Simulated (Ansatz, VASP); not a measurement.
**Hg: VASP beside Ansatz**

Contents of INCAR:

```
SYSTEM = Hg
ALGO     = Fast           ! electronic algorithm
EDIFF    = 1E-6           ! SCF threshold, eV
ENCUT    = 520            ! plane-wave cutoff, eV
GGA      = PS             ! functional
ISIF     = 2              ! what is computed and relaxed
ISMEAR   = 0              ! smearing method
LASPH    = .True.         ! aspherical terms in the spheres
LCHARG   = .True.         ! write CHGCAR
LELF     = .True.         ! ELF
LREAL    = .False.        ! projectors in reciprocal space
LVHAR    = .True.       
LWAVE    = .False.        ! write WAVECAR
NBANDS   = 32             ! bands
NELM     = 100            ! most SCF steps
PREC     = Accurate       ! precision mode
SIGMA    = 0.1            ! smearing width, eV
```

File KPOINTS:

```
k-points
0
Gamma
  18 18 6
  0 0 0
```

File POSCAR:

```
Hg
1.0
    2.8479110965      0.0000000000      0.0000000000
   -1.4239555482      2.4663633572      0.0000000000
    0.0000000000      0.0000000000      9.7526347502
Hg
4
Direct
    0.0000000000      0.0000000000      0.0000000000
    0.3333333300      0.6666666700      0.2500000000
    0.0000000000      0.0000000000      0.5000000000
    0.6666666700      0.3333333300      0.7500000000
```

Input for Ansatz:

```yaml
crystal:
  lattice:
    - [2.8479110965, 0.0, 0.0]
    - [-1.4239555482, 2.4663633572, 0.0]
    - [0.0, 0.0, 9.7526347502]
  atoms:
    - { symbol: Hg, position: [0.0, 0.0, 0.0] }
    - { symbol: Hg, position: [0.33333333, 0.66666667, 0.25] }
    - { symbol: Hg, position: [0.0, 0.0, 0.5] }
    - { symbol: Hg, position: [0.66666667, 0.33333333, 0.75] }
basis:
  ecutwfc: 420
kpoints:
  mp_grid: { grid: [18, 18, 6] }
hamiltonian:
  xc: pbesol
scf:
  occupations: { method: gaussian, width: 0.1 }
output:
  forces: true
  stress: true
  eigenvalues: true
```

Alike in both runs: task single point; functional PBEsol; k mesh 18 × 18 × 6; occupations gaussian, width 0.1 eV; no spin polarisation.

|  | VASP | Ansatz |
| --- | --- | --- |
| version | VASP 6.6.1 | Ansatz 0.2.0 |
| potentials or method | VASP PAW PBE potentials, release 64 (Hg), cutoff 520 eV | scalar-relativistic, plane waves, PAW |
| valence electrons in the cell | 48 | 80 |

|  | VASP | Ansatz | Ansatz less VASP |
| --- | --- | --- | --- |
| gap on the k mesh at the Fermi level (eV) | none | none | - |
| pressure (GPa) | 37.9 | 35.9 | -1.99 |
| traceless stress, the component that is largest in VASP (GPa) | -1.09 | -0.80 | +0.290 |

VASP's potentials were made for PBE, not for PBEsol. A gap of «none» marks a metal or a gap that the smearing closes. Both programs put the cell under a high pressure, so it lies far from rest at this level. VASP's potentials hold 48 valence electrons a cell and Ansatz's 80, so a difference there can come from the potentials and not from the codes.

Neither program's run includes spin-orbit coupling.
